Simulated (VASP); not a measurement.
Input of a VASP 6.6.1 run:

Contents of INCAR:

```
PREC = Accurate ; ENCUT = 520
EDIFF = 1E-7 ; ISMEAR = 0
SIGMA = 0.1 ; LREAL = F
LASPH = T ; NELM = 80
ALGO = Normal ; ISIF = 2
LWAVE = F ; LCHARG = F
GGA = PE ; NBANDS = 36
```

KPOINTS

```
regular mesh
0
Gamma
  6 6 2
```

Contents of POSCAR:

```
Be3Se2O
1.0
    5.3147708600      0.0000000000      0.0000000000
   -2.6573854300      4.6027265800      0.0000000000
    0.0000000000      0.0000000000      8.7282378200
Be Se O
6 4 2
Direct
    0.0000000000      0.0000000000      0.2500000000
    0.0000000000      0.0000000000      0.7500000000
    0.3333333300      0.6666666700      0.5971134200
    0.3333333300      0.6666666700      0.9028865800
    0.6666666700      0.3333333300      0.4028865800
    0.6666666700      0.3333333300      0.0971134200
    0.3333333300      0.6666666700      0.4207811800
    0.3333333300      0.6666666700      0.0792188200
    0.6666666700      0.3333333300      0.5792188200
    0.6666666700      0.3333333300      0.9207811800
    0.3333333300      0.6666666700      0.2500000000
    0.6666666700      0.3333333300      0.7500000000
```

Potentials or basis: VASP PAW PBE potentials, release 64 (Be, Se, O).

Command:

```console
$ cat potpaw_PBE.64/Be/POTCAR potpaw_PBE.64/Se/POTCAR potpaw_PBE.64/O/POTCAR > POTCAR
$ mpirun -np 1 vasp_std > vasp.out
```

**Question.** What does it give for the pressure?

**Answer.** 46.3 GPa.

**Question.** What does it give for the largest force?

**Answer.** 16.242 eV/Å.

**Question.** Estimate the band gap on the k mesh.

**Answer.** Zero (bands 24 and 25 overlap by 0.90 eV).

Stress tensor (GPa, compression positive):
```
  3.44   0.00   0.00
  0.00   3.44   0.00
  0.00   0.00 132.16
```

Caveat: the stress differs along the axes, from 3 to 132 GPa; forces of over 1 eV/Å act on the atoms, so gaps and moduli don't describe the material at rest.
